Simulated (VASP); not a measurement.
# YTe (Fm-3m) in VASP: a series of runs

The runs below take YTe through vibrations by perturbation theory, with LDA.

All numbers are computed with VASP 6.6.1; they aren't measurements. Logs are shortened: lines on timing, memory, paths and dates and some standing lists are left out, and cuts for length are marked.

### Step 1. The cell of the first run

Symmetry: Fm-3m, No. 225, cubic system. The conventional cell has a = 5.817 Å, b = 5.817 Å, c = 5.817 Å, α = 90.00°, β = 90.00°, γ = 90.00°. Within 3.8 Å of Y (site symmetry m-3m) lie 6 Te at 2.91 Å. Within 3.8 Å of Te (site symmetry m-3m) lie 6 Y at 2.91 Å.

### Step 2. Vibrations by perturbation theory, LDA

File INCAR:

```
SYSTEM = YTe
PREC = Accurate
ENCUT = 520
EDIFF = 1E-8
ISMEAR = -1
SIGMA = 0.15
LREAL = .False.
LASPH = .True.
NELM = 80
ALGO = Normal
ISIF = 2
LWAVE = .False.
LCHARG = .True.
IBRION = 8
NSW = 1
```

File KPOINTS:

```
Automatic mesh
0
Gamma
  12 12 12
  0 0 0
```

File POSCAR:

```
YTe
1.0
    0.0000000000      2.9087209548      2.9087209548
    2.9087209548      0.0000000000      2.9087209548
    2.9087209548      2.9087209548      0.0000000000
Y Te
1 1
Direct
    0.0000000000      0.0000000000      0.0000000000
    0.5000000000      0.5000000000      0.5000000000
```

Potentials or basis: VASP PAW LDA potentials, release 64 (Y_sv, Te).

On the command line:

```console
$ cat potpaw_LDA.64/Y_sv/POTCAR potpaw_LDA.64/Te/POTCAR > POTCAR
$ mpirun -np 1 vasp_std > vasp.out
```

OUTCAR:

```text
SYSTEM = YTe
   PREC = Accurate
   ENCUT = 520
   EDIFF = 1E-8
   ISMEAR = -1
   LREAL = .False.
   LASPH = .True.
   NELM = 80
   ISIF = 2
   IBRION = 8
   NSW = 1

 ion  position               nearest neighbor table
   1  0.000  0.000  0.000-   2 2.91   2 2.91   2 2.91   2 2.91   2 2.91   2 2.91
   2  0.500  0.500  0.500-   1 2.91   1 2.91   1 2.91   1 2.91   1 2.91   1 2.91

  LATTYP: Found a face centered cubic cell.
 ALAT       =     5.8174419096

  Lattice vectors:

 A1 = (   0.0000000000,   2.9087209548,   2.9087209548)
 A2 = (   2.9087209548,   0.0000000000,   2.9087209548)
 A3 = (   2.9087209548,   2.9087209548,   0.0000000000)

Analysis of symmetry for initial positions (statically):
=====================================================================
 Subroutine PRICEL returns:
 Original cell was already a primitive cell.

 Routine SETGRP: Setting up the symmetry group for a
 face centered cubic supercell.

 Subroutine GETGRP returns: Found 48 space group operations
 (whereof 48 operations were pure point group operations)
 out of a pool of 48 trial point group operations.

The static configuration has the point symmetry O_h .

Analysis of symmetry for dynamics (positions and initial velocities):
=====================================================================
 Subroutine PRICEL returns:
 Original cell was already a primitive cell.

 Routine SETGRP: Setting up the symmetry group for a
 face centered cubic supercell.

 Subroutine GETGRP returns: Found 48 space group operations
 (whereof 48 operations were pure point group operations)
 out of a pool of 48 trial point group operations.

The dynamic configuration has the point symmetry O_h .

 Subroutine INISYM returns: Found 48 space group operations
 (whereof 48 operations are pure point group operations),
 and found     1 'primitive' translations

----------------------------------------------------------------------------------------

                                     Primitive cell

  volume of cell :      49.2194

  direct lattice vectors                    reciprocal lattice vectors
     0.000000000  2.908720955  2.908720955    -0.171896860  0.171896860  0.171896860
     2.908720955  0.000000000  2.908720955     0.171896860 -0.171896860  0.171896860
     2.908720955  2.908720955  0.000000000     0.171896860  0.171896860 -0.171896860

  length of vectors
     4.113552623  4.113552623  4.113552623     0.297734096  0.297734096  0.297734096

  position of ions in fractional coordinates (direct lattice)
     0.000000000  0.000000000  0.000000000
     0.500000000  0.500000000  0.500000000

  ion indices of the primitive-cell ions
   primitive index   ion index
                 1           1
                 2           2

----------------------------------------------------------------------------------------

 KPOINTS: Automatic mesh

Automatic generation of k-mesh.
 Grid dimensions read from file:
 generate k-points for:   12   12   12

 Generating k-lattice:

  Cartesian coordinates                     Fractional coordinates (reciprocal lattice)
    -0.014324738  0.014324738  0.014324738     0.083333333  0.000000000  0.000000000
     0.014324738 -0.014324738  0.014324738     0.000000000  0.083333333  0.000000000
     0.014324738  0.014324738 -0.014324738     0.000000000  0.000000000  0.083333333

  Length of vectors
     0.024811175  0.024811175  0.024811175

  Shift w.r.t. Gamma in fractional coordinates (k-lattice)
     0.000000000  0.000000000  0.000000000

 Subroutine IBZKPT returns following result:
 ===========================================

 Found     72 irreducible k-points:
[... 82 lines left out ...]

--------------------------------------- Ionic step        1  -------------------------------------------

 number of electron      17.0000001 magnetization

 Free energy of the ion-electron system (eV)
  ---------------------------------------------------
  ext. energy  EPLUGINS =         0.00000000
  ---------------------------------------------------
  free energy    TOTEN  =       -13.46168228 eV

  energy without entropy =      -13.39187332  energy(sigma->0) =      -13.42677780

 E-fermi :   8.0983     XC(G=0): -10.7338

 val. band max:        8.0303669310   @ k =   0.5000   0.2500   0.0833
 cond. band min:       8.1736371255   @ k =  -0.1667   0.0833   0.0000
 fundamental gap:      0.1432701946
 Fermi energy:         8.0982931198

 k-point     1 :       0.0000    0.0000    0.0000
  band No.  band energies     occupation
      1     -34.9592      2.00000
      2     -15.1347      2.00000
      3     -15.1347      2.00000
      4     -15.1347      2.00000
      5      -5.6362      2.00000
      6       6.1648      1.99999
      7       6.1648      1.99999
      8       6.1648      1.99999
      9       7.7228      1.84876
     10       7.7228      1.84876
     11       7.7228      1.84876
     12       8.5280      0.10786
[... 331 lines left out ...]
 k-point    24 :      -0.4167    0.1667    0.0000
  band No.  band energies     occupation
      1     -34.9419      2.00000
      2     -15.3796      2.00000
      3     -15.1893      2.00000
      4     -15.1513      2.00000
      5      -4.1299      2.00000
      6       1.6921      2.00000
      7       3.5592      2.00000
      8       3.7824      2.00000
      9       9.3522      0.00047
     10       9.9036      0.00001
     11       9.9557      0.00001
     12      11.6399      0.00000

 [... further k-points ...]

------------------------ aborting loop because EDIFF is reached ----------------------------------------

  FORCE on cell =-STRESS in cart. coord.  units (eV):
  Direction    XX          YY          ZZ          XY          YZ          ZX
  --------------------------------------------------------------------------------------
  -------------------------------------------------------------------------------------
  Total        3.1238317      3.1238317      3.1238317      0.0000000     -0.0000000      0.0000000
  in kB      101.6862034    101.6862034    101.6862034      0.0000000     -0.0000000      0.0000000
  external PRESSURE =     101.6862034 kB  Pullay stress =       0.0000000 kB

 VOLUME and BASIS-vectors are now :
 -----------------------------------------------------------------------------
  energy-cutoff  :      520.00
  volume of cell :       49.22
      direct lattice vectors                 reciprocal lattice vectors
     0.000000000  2.908720955  2.908720955    -0.171896860  0.171896860  0.171896860
     2.908720955  0.000000000  2.908720955     0.171896860 -0.171896860  0.171896860
     2.908720955  2.908720955  0.000000000     0.171896860  0.171896860 -0.171896860

 POSITION                                       TOTAL-FORCE (eV/Angst)
 -----------------------------------------------------------------------------------
      0.00000      0.00000      0.00000         0.000000     -0.000000     -0.000000
      2.90872      2.90872      2.90872        -0.000000      0.000000      0.000000
 -----------------------------------------------------------------------------------
    total drift:                                0.000000     -0.000000     -0.000000

  FREE ENERGIE OF THE ION-ELECTRON SYSTEM (eV)
  ---------------------------------------------------
  free  energy   TOTEN  =       -13.4616822759 eV

  energy  without entropy=      -13.3918733159  energy(sigma->0) =      -13.42677780

[... ionic steps 2 to 3 ...]

--------------------------------------- Ionic step        4  -------------------------------------------

------------------------ aborting loop because EDIFF is reached ----------------------------------------

[... ionic steps 5 to 6 ...]

--------------------------------------- Ionic step        7  -------------------------------------------

 Free energy of the ion-electron system (eV)
  ---------------------------------------------------
  ---------------------------------------------------
  free energy    TOTEN  =        -0.04834962 eV

  energy without entropy =       -0.04834962

------------------------ aborting loop because EDIFF is reached ----------------------------------------

 INTERNAL STRAIN TENSOR  FOR ION    2  DIRECTION 1   (eV/Angst):
 -----------------------------------------------------------------------------
     0.00641  0.00000 -0.00000
    -0.00000  0.00071  0.00000
     0.00000  0.00000  0.00071

 INTERNAL STRAIN TENSOR FOR ION    2 for displacements in x,y,z  (eV/Angst):
          X           Y           Z          XY          YZ          ZX
  --------------------------------------------------------------------------------
  x     0.00000     0.00000     0.00000     0.00000     0.00000     0.00000
  y     0.00000     0.00000     0.00000     0.00000     0.00000     0.00000
  z     0.00000     0.00000     0.00000     0.00000     0.00000     0.00000

 SECOND DERIVATIVES (NOT SYMMETRIZED)
 ------------------------------------
               1X          1Y          1Z          2X          2Y          2Z
  1X    -9.508048    0.000000    0.000000    9.508048    0.000000    0.000000
  1Y     0.000000   -9.508048    0.000000    0.000000    9.508048    0.000000
  1Z     0.000000    0.000000   -9.508048    0.000000    0.000000    9.508048
  2X     9.446386    0.000000    0.000000   -9.446386    0.000000    0.000000
  2Y     0.000000    9.446386    0.000000    0.000000   -9.446386    0.000000
  2Z     0.000000    0.000000    9.446386    0.000000    0.000000   -9.446386

 Eigenvectors and eigenvalues of the dynamical matrix
 ----------------------------------------------------

   1 f  =    6.650618 THz    41.787065 2PiTHz  221.840737 cm-1    27.504734 meV
             X         Y         Z           dx          dy          dz
      0.000000  0.000000  0.000000     0.768722    0.000000    0.000000
      2.908721  2.908721  2.908721    -0.639583    0.000000    0.000000
[... 21 lines left out ...]
   6 f/i=    0.010637 THz     0.066836 2PiTHz    0.354822 cm-1     0.043992 meV
             X         Y         Z           dx          dy          dz
      0.000000  0.000000  0.000000    -0.254116   -0.550004   -0.204909
      2.908721  2.908721  2.908721    -0.305425   -0.661055   -0.246282

--------------------------------------------------------------------------------------------------------

 ELASTIC MODULI CONTR FROM IONIC RELAXATION (kBar)
 Direction    XX          YY          ZZ          XY          YZ          ZX
 --------------------------------------------------------------------------------
 XX           0.0000      0.0000      0.0000      0.0000      0.0000      0.0000
 YY           0.0000      0.0000      0.0000      0.0000      0.0000      0.0000
 ZZ           0.0000      0.0000      0.0000      0.0000      0.0000      0.0000
 XY           0.0000      0.0000      0.0000      0.0000      0.0000      0.0000
 YZ           0.0000      0.0000      0.0000      0.0000      0.0000      0.0000
 ZX           0.0000      0.0000      0.0000      0.0000      0.0000      0.0000
 --------------------------------------------------------------------------------
```

Wall time 9.1 min (1 thread of Intel Xeon 8259CL, shared host); peak memory 0.39 GiB.

What came out:

| Property | Result |
| --- | --- |
| Highest phonon frequency at Γ, LO-TO splitting left out | 222 cm⁻¹ |

Phonon frequencies in cm⁻¹ (negative: imaginary):
```tsv
q point	frequencies
(0.000, 0.000, 0.000)	0 0 0 222 222 222
```

Caveat: the cell stands under pressure or tension, which shifts response properties; spin-orbit coupling is left out, which moves the levels of the heavy elements.

### Step 3. Vibrations by perturbation theory, LDA

This run uses another cell than the first one, of 26.41 Å³/atom.

File INCAR:

```
SYSTEM = YTe
ALGO     = Normal         ! electronic algorithm
EDIFF    = 1E-8           ! SCF threshold, eV
ENCUT    = 520            ! plane-wave cutoff, eV
IBRION   = 8              ! ionic algorithm
ISIF     = 2              ! what is computed and relaxed
ISMEAR   = -1             ! smearing method
LASPH    = .TRUE.         ! aspherical terms in the spheres
LCHARG   = .FALSE.        ! write CHGCAR
LREAL    = .FALSE.        ! projectors in reciprocal space
LWAVE    = .FALSE.        ! write WAVECAR
NELM     = 80             ! most SCF steps
NSW      = 1              ! ionic steps
PREC     = Accurate       ! precision mode
SIGMA    = 0.15           ! smearing width, eV
```

File KPOINTS:

```
k-points
0
G
  12 12 12
  0 0 0
```

File POSCAR:

```
YTe
1.0
    0.0000000000      2.9778774550      2.9778774550
    2.9778774550      0.0000000000      2.9778774550
    2.9778774550      2.9778774550      0.0000000000
Y Te
1 1
Direct
    0.0000000000      0.0000000000      0.0000000000
    0.5000000000      0.5000000000      0.5000000000
```

Potentials or basis: VASP PAW LDA potentials, release 64 (Y_sv, Te).

On the command line:

```console
$ cat potpaw_LDA.64/Y_sv/POTCAR potpaw_LDA.64/Te/POTCAR > POTCAR
$ mpirun -np 1 vasp_std > vasp.out
```

OUTCAR:

```text
SYSTEM = YTe
   EDIFF = 1E-8
   ENCUT = 520
   IBRION = 8
   ISIF = 2
   ISMEAR = -1
   LASPH = .TRUE.
   LREAL = .FALSE.
   NELM = 80
   NSW = 1
   PREC = Accurate

 ion  position               nearest neighbor table
   1  0.000  0.000  0.000-   2 2.98   2 2.98   2 2.98   2 2.98   2 2.98   2 2.98
   2  0.500  0.500  0.500-   1 2.98   1 2.98   1 2.98   1 2.98   1 2.98   1 2.98

  LATTYP: Found a face centered cubic cell.
 ALAT       =     5.9557549100

  Lattice vectors:

 A1 = (   0.0000000000,   2.9778774550,   2.9778774550)
 A2 = (   2.9778774550,   0.0000000000,   2.9778774550)
 A3 = (   2.9778774550,   2.9778774550,   0.0000000000)

Analysis of symmetry for initial positions (statically):
=====================================================================
 Subroutine PRICEL returns:
 Original cell was already a primitive cell.

 Routine SETGRP: Setting up the symmetry group for a
 face centered cubic supercell.

 Subroutine GETGRP returns: Found 48 space group operations
 (whereof 48 operations were pure point group operations)
 out of a pool of 48 trial point group operations.

The static configuration has the point symmetry O_h .

Analysis of symmetry for dynamics (positions and initial velocities):
=====================================================================
 Subroutine PRICEL returns:
 Original cell was already a primitive cell.

 Routine SETGRP: Setting up the symmetry group for a
 face centered cubic supercell.

 Subroutine GETGRP returns: Found 48 space group operations
 (whereof 48 operations were pure point group operations)
[... 544 lines left out ...]
    total drift:                                0.000000     -0.000000     -0.000000

  FREE ENERGIE OF THE ION-ELECTRON SYSTEM (eV)
  ---------------------------------------------------
  free  energy   TOTEN  =       -13.6067608068 eV

  energy  without entropy=      -13.5302604033  energy(sigma->0) =      -13.56851061

[... ionic steps 2 to 3 ...]

--------------------------------------- Ionic step        4  -------------------------------------------

------------------------ aborting loop because EDIFF is reached ----------------------------------------

[... ionic steps 5 to 6 ...]

--------------------------------------- Ionic step        7  -------------------------------------------

 Free energy of the ion-electron system (eV)
  ---------------------------------------------------
  ---------------------------------------------------
  free energy    TOTEN  =        -0.04889117 eV

  energy without entropy =       -0.04889117

------------------------ aborting loop because EDIFF is reached ----------------------------------------

 INTERNAL STRAIN TENSOR  FOR ION    2  DIRECTION 1   (eV/Angst):
 -----------------------------------------------------------------------------
     0.00544  0.00000  0.00000
    -0.00000  0.00114  0.00000
     0.00000  0.00000  0.00114

 INTERNAL STRAIN TENSOR FOR ION    2 for displacements in x,y,z  (eV/Angst):
          X           Y           Z          XY          YZ          ZX
  --------------------------------------------------------------------------------
  x     0.00000     0.00000     0.00000     0.00000     0.00000     0.00000
  y     0.00000     0.00000     0.00000     0.00000     0.00000     0.00000
  z     0.00000     0.00000     0.00000     0.00000     0.00000     0.00000

 SECOND DERIVATIVES (NOT SYMMETRIZED)
 ------------------------------------
               1X          1Y          1Z          2X          2Y          2Z
  1X    -7.446390    0.000000    0.000000    7.446390    0.000000    0.000000
  1Y     0.000000   -7.446390    0.000000    0.000000    7.446390    0.000000
  1Z     0.000000    0.000000   -7.446390    0.000000    0.000000    7.446390
  2X     7.343670    0.000000    0.000000   -7.343670    0.000000    0.000000
  2Y     0.000000    7.343670    0.000000    0.000000   -7.343670    0.000000
  2Z     0.000000    0.000000    7.343670    0.000000    0.000000   -7.343670

 Eigenvectors and eigenvalues of the dynamical matrix
 ----------------------------------------------------

   1 f  =    5.876743 THz    36.924665 2PiTHz  196.027044 cm-1    24.304245 meV
             X         Y         Z           dx          dy          dz
      0.000000  0.000000  0.000000     0.000000   -0.000000    0.769880
      2.977877  2.977877  2.977877     0.000000   -0.000000   -0.638188
[... 21 lines left out ...]
   6 f/i=    0.020054 THz     0.126002 2PiTHz    0.668926 cm-1     0.082936 meV
             X         Y         Z           dx          dy          dz
      0.000000  0.000000  0.000000    -0.105583    0.555994    0.294970
      2.977877  2.977877  2.977877    -0.127371    0.670725    0.355837

--------------------------------------------------------------------------------------------------------

 ELASTIC MODULI CONTR FROM IONIC RELAXATION (kBar)
 Direction    XX          YY          ZZ          XY          YZ          ZX
 --------------------------------------------------------------------------------
 XX           0.0000      0.0000      0.0000      0.0000      0.0000      0.0000
 YY           0.0000      0.0000      0.0000      0.0000      0.0000      0.0000
 ZZ           0.0000      0.0000      0.0000      0.0000      0.0000      0.0000
 XY           0.0000      0.0000      0.0000      0.0000      0.0000      0.0000
 YZ           0.0000      0.0000      0.0000      0.0000      0.0000      0.0000
 ZX           0.0000      0.0000      0.0000      0.0000      0.0000      0.0000
 --------------------------------------------------------------------------------
```

OSZICAR:

```text
N       E                     dE             d eps       ncg     rms          rms(c)
DAV:   1     0.614170817519E+02    0.61417E+02   -0.79262E+03  1728   0.126E+03
DAV:   2    -0.103021825111E+02   -0.71719E+02   -0.68853E+02  2152   0.228E+02
DAV:   3    -0.138790888148E+02   -0.35769E+01   -0.35175E+01  2316   0.410E+01
[... 51 lines left out ...]
RMM:  14    -0.488912147274E-01   -0.70826E-07   -0.70595E-07  9206   0.989E-05    0.131E-05
RMM:  15    -0.488911346554E-01    0.80072E-07   -0.30243E-07  8598   0.864E-05    0.158E-05
RMM:  16    -0.488911606660E-01   -0.26011E-07   -0.31810E-07  8924   0.702E-05    0.140E-05
RMM:  17    -0.488911534204E-01    0.72456E-08   -0.13917E-07  8524   0.614E-05    0.170E-05
RMM:  18    -0.488911696365E-01   -0.16216E-07   -0.16130E-07  7986   0.571E-05    0.146E-05
 Linear response finished
```

stdout:

```text
POSCAR found type information on POSCAR Y Te
 POSCAR found :  2 types and       2 ions
 scaLAPACK will be used
 LDA part: xc-table for (Slater(with rela. corr.)+CA(PZ))
 , standard interpolation
 POSCAR, INCAR and KPOINTS ok, starting setup
 FFT: planning ... GRIDC
 FFT: planning ... GRID_SOFT
 FFT: planning ... GRID
[... 14 lines left out ...]
|                                                                             |
 -----------------------------------------------------------------------------

 Linear response reoptimize wavefunctions to high precision
 Linear response DOF=           2
 Linear response progress:
 first order change of Fermi-energy   0.26416E-03
 force on displaced ion       1 direction 1 :  -7.446   0.000   0.000
 Linear response progress:
 first order change of Fermi-energy   0.71466E-04
 force on displaced ion       2 direction 1 :  -7.344   0.000   0.000
 Linear response finished
```

Wall time 9.7 min (1 thread of Intel Xeon 8259CL, shared host); peak memory 0.4 GiB.

Results:

| Quantity | Value |
| --- | --- |
| Highest phonon frequency at Γ, LO-TO splitting left out | 196 cm⁻¹ |

Phonon frequencies in cm⁻¹ (negative: imaginary):
```
              q point           frequencies
(0.000, 0.000, 0.000)  -1 -1 -1 196 196 196
```

Caveat: the cell stands under pressure or tension, which shifts response properties; spin-orbit coupling is left out, which moves the levels of the heavy elements.

(Part 1 of 2 ends here.)
